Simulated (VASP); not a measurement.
# HfGe3W2 (Cmmm) in VASP: a series of runs

Runs on HfGe3W2. Level: PBE. Tasks: single point.

Everything below comes from runs of VASP 6.6.1. Logs are shortened: lines on timing, memory, paths and dates and some standing lists are left out, and cuts for length are marked.

## (1) The cell of the first run

The structure is orthorhombic, space group Cmmm (No. 65). Conventional cell: a = 5.245 Å, b = 9.117 Å, c = 4.431 Å, α = 90.00°, β = 90.00°, γ = 90.00°. Within 3.9 Å of Hf (site symmetry mmm) lie 10 Ge at 2.99 to 3.43 Å and 8 W at 3.44 Å. Ge (site symmetry m2m) has 4 W at 2.67 Å and 5 Ge at 2.71 to 3.14 Å and 3 Hf at 2.99 to 3.06 Å within 3.5 Å. Within 3.5 Å of Ge (site symmetry mmm) lie 4 W at 2.63 Å and 4 Ge at 2.71 Å and 4 Hf at 3.43 Å. Within 3.5 Å of W (site symmetry 2/m) lie 2 W at 2.62 Å and 6 Ge at 2.63 to 2.67 Å and 4 Hf at 3.44 Å.

The cell was built from a structure type or drawn by symmetry, and may not be a known phase.

## (2) Single point, PBE

The input, INCAR:

```
ALGO     = Normal         # electronic algorithm
EDIFF    = 1E-7           # SCF threshold, eV
ENCUT    = 520            # plane-wave cutoff, eV
GGA      = PE             # functional
ISIF     = 2              # what is computed and relaxed
ISMEAR   = 0              # smearing method
LASPH    = True           # aspherical terms in the spheres
LCHARG   = True           # write CHGCAR
LELF     = True           # ELF
LREAL    = False          # projectors in reciprocal space
LVHAR    = True         
LWAVE    = False          # write WAVECAR
NBANDS   = 49             # bands
NELM     = 100            # most SCF steps
PREC     = Accurate       # precision mode
SIGMA    = 0.1            # smearing width, eV
```

The input, KPOINTS:

```
k-points
0
Gamma
  4 4 4
```

The input, POSCAR:

```
HfGe3W2
1.0
    2.6226921076     -4.5585173145      0.0000000000
    2.6226921076      4.5585173145      0.0000000000
    0.0000000000      0.0000000000      4.4309743687
Hf Ge W
1 3 2
Direct
    0.5000000000      0.5000000000      0.0000000000
    0.1720953709      0.8279046291      0.0000000000
    0.8279046291      0.1720953709      0.0000000000
    0.0000000000      0.0000000000      0.5000000000
    0.0000000000      0.5000000000      0.5000000000
    0.5000000000      0.0000000000      0.5000000000
```

Potentials or basis: VASP PAW PBE potentials, release 64 (Hf_pv, Ge_d, W_sv).

Run with:

```
cat potpaw_PBE.64/Hf_pv/POTCAR potpaw_PBE.64/Ge_d/POTCAR potpaw_PBE.64/W_sv/POTCAR > POTCAR
mpirun -np 1 vasp_std > vasp.out
```

OUTCAR:

```text
EDIFF = 1E-7
   ENCUT = 520
   GGA = PE
   ISIF = 2
   ISMEAR = 0
   LASPH = True
   LREAL = False
   NELM = 100
   PREC = Accurate

 ion  position               nearest neighbor table
   1  0.500  0.500  0.000-   2 2.99   3 2.99   2 3.06   3 3.06   2 3.06   3 3.06   5 3.44   6 3.44
                             5 3.44   6 3.44   6 3.44   6 3.44   5 3.44   5 3.44
   2  0.172  0.828  0.000-   5 2.67   6 2.67   5 2.67   6 2.67   4 2.71   4 2.71   1 2.99   1 3.06
                             1 3.06
   3  0.828  0.172  0.000-   5 2.67   6 2.67   5 2.67   6 2.67   4 2.71   4 2.71   1 2.99   1 3.06
                             1 3.06
   4  0.000  0.000  0.500-   5 2.63   6 2.63   5 2.63   6 2.63   2 2.71   3 2.71   2 2.71   3 2.71

   5  0.000  0.500  0.500-   6 2.62   6 2.62   4 2.63   4 2.63   2 2.67   3 2.67   2 2.67   3 2.67
                             1 3.44   1 3.44   1 3.44   1 3.44
   6  0.500  0.000  0.500-   5 2.62   5 2.62   4 2.63   4 2.63   2 2.67   3 2.67   2 2.67   3 2.67
                             1 3.44   1 3.44   1 3.44   1 3.44

  LATTYP: Found a base centered orthorhombic cell.
 ALAT       =     5.2453842152
 B/A-ratio  =     1.7381061625
 C/A-ratio  =     0.8447378089

  Lattice vectors:

 A1 = (   2.6226921076,  -4.5585173145,   0.0000000000)
 A2 = (   2.6226921076,   4.5585173145,   0.0000000000)
 A3 = (   0.0000000000,   0.0000000000,   4.4309743687)

Analysis of symmetry for initial positions (statically):
=====================================================================
 Subroutine PRICEL returns:
 Original cell was already a primitive cell.

 Routine SETGRP: Setting up the symmetry group for a
 base centered orthorhombic supercell.

 Subroutine GETGRP returns: Found  8 space group operations
 (whereof  8 operations were pure point group operations)
 out of a pool of  8 trial point group operations.

The static configuration has the point symmetry D_2h.

Analysis of symmetry for dynamics (positions and initial velocities):
=====================================================================
 Subroutine PRICEL returns:
 Original cell was already a primitive cell.

 Routine SETGRP: Setting up the symmetry group for a
 base centered orthorhombic supercell.

 Subroutine GETGRP returns: Found  8 space group operations
 (whereof  8 operations were pure point group operations)
 out of a pool of  8 trial point group operations.

The dynamic configuration has the point symmetry D_2h.

 Subroutine INISYM returns: Found  8 space group operations
 (whereof  8 operations are pure point group operations),
 and found     1 'primitive' translations

----------------------------------------------------------------------------------------

                                     Primitive cell

  volume of cell :     105.9498

  direct lattice vectors                    reciprocal lattice vectors
     2.622692108 -4.558517315  0.000000000     0.190643804 -0.109684787  0.000000000
     2.622692108  4.558517315  0.000000000     0.190643804  0.109684787  0.000000000
     0.000000000  0.000000000  4.430974369     0.000000000  0.000000000  0.225683996

  length of vectors
     5.259143846  5.259143846  4.430974369     0.219945021  0.219945021  0.225683996

  position of ions in fractional coordinates (direct lattice)
     0.500000000  0.500000000  0.000000000
     0.172095371  0.827904629  0.000000000
     0.827904629  0.172095371  0.000000000
     0.000000000  0.000000000  0.500000000
     0.000000000  0.500000000  0.500000000
     0.500000000  0.000000000  0.500000000

  ion indices of the primitive-cell ions
   primitive index   ion index
                 1           1
                 2           2
                 3           3
                 4           4
                 5           5
                 6           6

----------------------------------------------------------------------------------------

 KPOINTS: k-points

Automatic generation of k-mesh.
 Grid dimensions read from file:
 generate k-points for:    4    4    4

 Generating k-lattice:

  Cartesian coordinates                     Fractional coordinates (reciprocal lattice)
     0.047660951 -0.027421197  0.000000000     0.250000000  0.000000000  0.000000000
     0.047660951  0.027421197  0.000000000     0.000000000  0.250000000  0.000000000
     0.000000000  0.000000000  0.056420999     0.000000000  0.000000000  0.250000000

  Length of vectors
     0.054986255  0.054986255  0.056420999

  Shift w.r.t. Gamma in fractional coordinates (k-lattice)
     0.000000000  0.000000000  0.000000000

 Subroutine IBZKPT returns following result:
 ===========================================

 Found     21 irreducible k-points:

 Following reciprocal coordinates:
            Coordinates               Weight
  0.000000  0.000000  0.000000      1.000000
  0.250000  0.000000  0.000000      4.000000
  0.500000  0.000000  0.000000      2.000000
  0.250000  0.250000  0.000000      2.000000
  0.500000  0.250000  0.000000      4.000000
 -0.250000  0.250000  0.000000      2.000000
[... 13 lines left out ...]
 -0.250000  0.250000  0.500000      2.000000
  0.500000  0.500000  0.500000      1.000000
   k-points           NKPTS =     21   k-points in BZ     NKDIM =     21   number of bands    NBANDS=     49
   number of dos      NEDOS =    301   number of ions     NIONS =      6
   total plane-waves  NPLWV =  57600
   dimension x,y,z NGX =    40 NGY =   40 NGZ =   36
   dimension x,y,z NGXF=    80 NGYF=   80 NGZF=   72
   ions per type =               1   3   2
   NGX,Y,Z   is equivalent  to a cutoff of  12.64, 12.64, 13.51 a.u.
   NGXF,Y,Z  is equivalent  to a cutoff of  25.29, 25.29, 27.01 a.u.
 SYSTEM =  unknown system
   PREC   = accura    normal or accurate (medium, high low for compatibility)
   ISTART =      0    job   : 0-new  1-cont  2-samecut
   ICHARG =      2    charge: 1-file 2-atom 10-const
   ISPIN  =      1    spin polarized calculation?
   LNONCOLLINEAR =      F non collinear calculations
   LSORBIT =      F    spin-orbit coupling
   LASPH  =      T    aspherical Exc in radial PAW
   ENCUT  =  520.0 eV  38.22 Ry    6.18 a.u.   9.78  9.78  8.24*2*pi/ulx,y,z
   NELM   =    100;   NELMIN=  2; NELMDL= -5     # of ELM steps
   EDIFF  = 0.1E-06   stopping-criterion for ELM
   LREAL  =      F    real-space projection
   EDIFFG = 0.1E-05   stopping-criterion for IOM
   NSW    =      0    number of steps for IOM
   IBRION =     -1    ionic relax: 0-MD 1-quasi-New 2-CG
   NFREE  =      0    steps in history (QN), initial steepest desc. (CG)
   ISIF   =      2    stress and relaxation
   ISYM   =      2    0-nonsym 1-usesym 2-fastsym
   POTIM  = 0.5000    time-step for ionic-motion
   TEBEG  =    0.0;   TEEND  =   0.0 temperature during run
   PSTRESS=    0.0 pullay stress
   NELECT =      80.0000    total number of electrons
   NUPDOWN=      -1.0000    fix difference up-down
   EMIN   =  10.00;   EMAX   =-10.00  energy-range for DOS
   EFERMI =   0.00;   METHOD = LEGACY
   ISMEAR =     0;   SIGMA  =   0.10  broadening in eV -4-tet -1-fermi 0-gaus
   EFERMI_NEDOS =   21; number of points for ismear=-14 and -15
   IALGO  =     38    algorithm
   IMIX   =      4    mixing-type and parameters
     AMIX     =   0.40;   BMIX     =  1.00
     AMIX_MAG =   1.60;   BMIX_MAG =  1.00
  volume/ion in A,a.u.               =      17.66       119.16
  Fermi-wavevector in a.u.,A,eV,Ry     =   1.490750  2.817109 30.236705  2.222335
  Thomas-Fermi vector in A             =   2.603492
   LORBIT       =      0    0 simple, 1 ext, 2 COOP (PROOUT), +10 PAW based schemes
   GGA     = PE    functional components
   LHFCALC =     F    Hartree Fock is set to
   AEXX    =    0.0000 exact exchange contribution
   IVDW    =     0    specifies the selected vdW correction
   LEPSILON=     F    determine dielectric tensor
   LRPA    =     F    only Hartree local field effects (RPA)
 non-spin polarized calculation
 Gauss-broadening in eV      SIGMA  =   0.10
  energy-cutoff  :      520.00
  volume of cell :      105.95
 maximum number of plane-waves:      2878
   NGX = 19   NGY = 19   NGZ = 17

 number of electron      80.0000013 magnetization

 Free energy of the ion-electron system (eV)
  ---------------------------------------------------
  ext. energy  EPLUGINS =         0.00000000
  ---------------------------------------------------
  free energy    TOTEN  =       -47.98900166 eV

  energy without entropy =      -47.97132293  energy(sigma->0) =      -47.98016229

 E-fermi :   8.3290     XC(G=0): -12.1707

 val. band max:        8.3270969869   @ k =   0.5000   0.5000   0.0000
 cond. band min:       8.3420844609   @ k =   0.2500   0.0000   0.5000
 fundamental gap:      0.0149874740
 Fermi energy:         8.3290190933

 k-point     1 :       0.0000    0.0000    0.0000
  band No.  band energies     occupation
      1     -65.7038      2.00000
      2     -65.6029      2.00000
      3     -30.6084      2.00000
      4     -30.0392      2.00000
      5     -29.9218      2.00000
      6     -29.8805      2.00000
[... 41 lines left out ...]
     48      11.5808      0.00000
     49      11.8400      0.00000

 k-point     2 :       0.2500    0.0000    0.0000
  band No.  band energies     occupation
      1     -65.6891      2.00000
      2     -65.6177      2.00000
      3     -30.4404      2.00000
      4     -30.0163      2.00000
      5     -29.9041      2.00000
      6     -29.8900      2.00000
[... 41 lines left out ...]
     48      11.6842      0.00000
     49      12.2918      0.00000

 k-point     3 :       0.5000    0.0000    0.0000
  band No.  band energies     occupation
      1     -65.6535      2.00000
      2     -65.6535      2.00000
      3     -30.0713      2.00000
      4     -30.0675      2.00000
      5     -29.9606      2.00000
      6     -29.9604      2.00000
[... 925 lines left out ...]
     48      11.4254      0.00000
     49      11.4753      0.00000

 k-point    21 :       0.5000    0.5000    0.5000
  band No.  band energies     occupation
      1     -65.7037      2.00000
      2     -65.6029      2.00000
      3     -30.6091      2.00000
      4     -30.0486      2.00000
      5     -29.9267      2.00000
      6     -29.8833      2.00000
[... 41 lines left out ...]
     48      11.6147      0.00000
     49      12.0367      0.00000

------------------------ aborting loop because EDIFF is reached ----------------------------------------

  FORCE on cell =-STRESS in cart. coord.  units (eV):
  Direction    XX          YY          ZZ          XY          YZ          ZX
  --------------------------------------------------------------------------------------
  -------------------------------------------------------------------------------------
  Total        0.0387664     -0.0777181      0.0779475      0.0000000      0.0000000      0.0000000
  in kB        0.5862274     -1.1752558      1.1787258      0.0000000      0.0000000      0.0000000
  external PRESSURE =       0.1965658 kB  Pullay stress =       0.0000000 kB

 VOLUME and BASIS-vectors are now :
 -----------------------------------------------------------------------------
  energy-cutoff  :      520.00
  volume of cell :      105.95
      direct lattice vectors                 reciprocal lattice vectors
     2.622692108 -4.558517315  0.000000000     0.190643804 -0.109684787  0.000000000
     2.622692108  4.558517315  0.000000000     0.190643804  0.109684787  0.000000000
     0.000000000  0.000000000  4.430974369     0.000000000  0.000000000  0.225683996

 POSITION                                       TOTAL-FORCE (eV/Angst)
 -----------------------------------------------------------------------------------
      2.62269      0.00000      0.00000        -0.000000     -0.000000      0.000000
      2.62269      2.98952      0.00000         0.000000      0.010892     -0.000000
      2.62269     -2.98952      0.00000         0.000000     -0.010892      0.000000
      0.00000      0.00000      2.21549         0.000000      0.000000      0.000000
      1.31135      2.27926      2.21549         0.000000      0.000000      0.000000
      1.31135     -2.27926      2.21549         0.000000     -0.000000      0.000000
 -----------------------------------------------------------------------------------
    total drift:                                0.000000      0.000000      0.000000

  FREE ENERGIE OF THE ION-ELECTRON SYSTEM (eV)
  ---------------------------------------------------
  free  energy   TOTEN  =       -47.9890016559 eV

  energy  without entropy=      -47.9713229297  energy(sigma->0) =      -47.98016229
```

It took 3.4 min on 1 thread of Intel Xeon 8259CL, shared host; peak memory 0.28 GiB.

Results:

* Free energy: -47.9890 eV
* Pressure: 0.0 GPa
* Largest force: 0.011 eV/Å
* Band gap on the k mesh: zero (bands 40 and 41 overlap by 0.61 eV)

Forces in eV/Å, atoms in the order of the input:
```
Hf   0.000  0.000  0.000
Ge   0.000  0.011  0.000
Ge   0.000 -0.011  0.000
Ge   0.000  0.000  0.000
W    0.000  0.000  0.000
W    0.000  0.000  0.000
```

Caveat: spin-orbit coupling is left out, which moves the levels of the heavy elements.

(Part 1 of 2 ends here.)
